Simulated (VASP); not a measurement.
**MgI2: single point with PBEsol**

Crystal: MgI2.

```
Mg I
1.0
     4.06876    0.00000    0.00000
    -2.03438    3.52365    0.00000
     0.00000    0.00000    7.08491
Mg I
1 2
Direct
  0.00000 0.00000 0.00000
  0.33333 0.66667 0.76134
  0.66667 0.33333 0.23866
```

```json
{
 "Program": "VASP 6.6.1",
 "Task": "single point",
 "Functional": "PBEsol",
 "Potentials or basis": "VASP PAW PBE potentials, release 64 (Mg, I)",
 "Cutoff": "520 eV",
 "k mesh": "6 × 6 × 4",
 "Occupations": "gaussian, width 0.02 eV",
 "Spin": "no spin polarisation"
}
```

```
Pressure               : 0.6 GPa
Largest force          : 0.004 eV/Å
Band gap on the k mesh : 3.47 eV, indirect (least direct gap 3.72 eV)
```

Forces on the atoms (eV/Å):
```
Mg   0.000  0.000  0.000
I    0.000  0.000  0.004
I    0.000  0.000 -0.004
```

Stress tensor (GPa, compression positive):
```
 0.86  0.00  0.00
 0.00  0.86  0.00
 0.00  0.00 -0.02
```

Levels at points of the mesh, in eV from the valence-band top:
```tsv
k point	band 4	band 5	band 6	band 7	band 8	band 9	band 10	band 11	band 12	band 13
(0.00, 0.00, 0.00)	-0.35	-0.35	-0.26	0.00	0.00	3.72	4.79	6.79	6.79	7.05
(0.50, 0.00, 0.00)	-3.08	-1.96	-1.34	-1.01	-0.50	3.60	5.19	5.28	7.01	7.56
(0.00, 0.00, 0.50)	-1.58	-0.28	-0.28	-0.08	-0.08	4.74	4.85	6.65	6.65	7.87
(0.50, 0.00, 0.50)	-3.37	-1.35	-1.21	-0.94	-0.68	3.47	5.01	5.35	5.87	7.66
```

Run time: 30 s on 1 thread of Intel(R) Xeon(R) Platinum 8259CL CPU @ 2.50GHz (Skylake/Cascade Lake), with other jobs on the host, peak memory 0.22 GiB.

Caveat: the PAW data sets were made with another functional, which shifts forces and pressure a little; spin-orbit coupling is left out, which moves the levels of the heavy elements; this functional lacks dispersion, which binds the layers, so the pressure and a relaxed spacing across them are unreliable. A k mesh can miss the band edges.
